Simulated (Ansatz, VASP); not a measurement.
**C in VASP and in Ansatz**

Contents of INCAR:

```
PREC     = Accurate       # precision mode
ENCUT    = 600            # plane-wave cutoff, eV
EDIFF    = 1E-6           # SCF threshold, eV
ISMEAR   = 0              # smearing method
SIGMA    = 0.01           # smearing width, eV
LREAL    = False          # projectors in reciprocal space
LASPH    = True           # aspherical terms in the spheres
NELM     = 120            # most SCF steps
ALGO     = Normal         # electronic algorithm
ISIF     = 2              # what is computed and relaxed
LWAVE    = False          # write WAVECAR
LCHARG   = False          # write CHGCAR
GGA      = PE             # functional
NBANDS   = 26             # bands
GGA_COMPAT= False
```

Contents of KPOINTS:

```
Automatic mesh
0
Gamma
  3 3 3
```

The input POSCAR:

```
C
1.0
    3.5716218667      0.0000000000      0.0000000000
    0.0000000000      3.5716218667      0.0000000000
    0.0000000000      0.0000000000      3.5716218667
C
8
Direct
    0.0000000000      0.0000000000      0.0000000000
    0.0000000000      0.5000000000      0.5000000000
    0.5000000000      0.0000000000      0.5000000000
    0.5000000000      0.5000000000      0.0000000000
    0.2500000000      0.2500000000      0.2500000000
    0.2500000000      0.7500000000      0.7500000000
    0.7500000000      0.2500000000      0.7500000000
    0.7500000000      0.7500000000      0.2500000000
```

Input for Ansatz:

```yaml
crystal:
  lattice:
    - [3.571621866667, 0.0, 0.0]
    - [0.0, 3.571621866667, 0.0]
    - [0.0, 0.0, 3.571621866667]
  atoms:
    - { symbol: C, position: [0.0, 0.0, 0.0] }
    - { symbol: C, position: [0.0, 0.5, 0.5] }
    - { symbol: C, position: [0.5, 0.0, 0.5] }
    - { symbol: C, position: [0.5, 0.5, 0.0] }
    - { symbol: C, position: [0.25, 0.25, 0.25] }
    - { symbol: C, position: [0.25, 0.75, 0.75] }
    - { symbol: C, position: [0.75, 0.25, 0.75] }
    - { symbol: C, position: [0.75, 0.75, 0.25] }
basis:
  ecutwfc: 420.0
  ecutrho_ratio: 4
  xc_grid: 2
  fft_grid_basis: typed
  precision: f64
kpoints:
  mp_grid: { grid: [3, 3, 3] }
hamiltonian:
  pseudopotentials: { kind: paw, azcp: { folder: soft_1 } }
scf:
  max_iter: 60
  self_checks: high
  occupations: { method: fixed }
checkpoint:
  write: "../host.relax.run"
  compress: false
  write_wavefunctions: true
  write_every: 100000
```

Alike in both runs: task single point; functional PBE; k mesh 3 × 3 × 3; no spin polarisation.

|  | VASP | Ansatz |
| --- | --- | --- |
| version | VASP 6.6.1 | Ansatz 0.2.0 |
| potentials or method | VASP PAW PBE potentials, release 64 (C), cutoff 600 eV | plane-wave PAW DFT |
| occupations | gaussian, width 0.01 eV | fixed |
| valence electrons in the cell | 32 | 32 |

|  | VASP | Ansatz | Ansatz less VASP |
| --- | --- | --- | --- |
| gap on the k mesh at the Fermi level (eV) | 4.14 | 4.15 | +0.007 |

The k mesh is coarse, so the values compare programs but aren't converged.
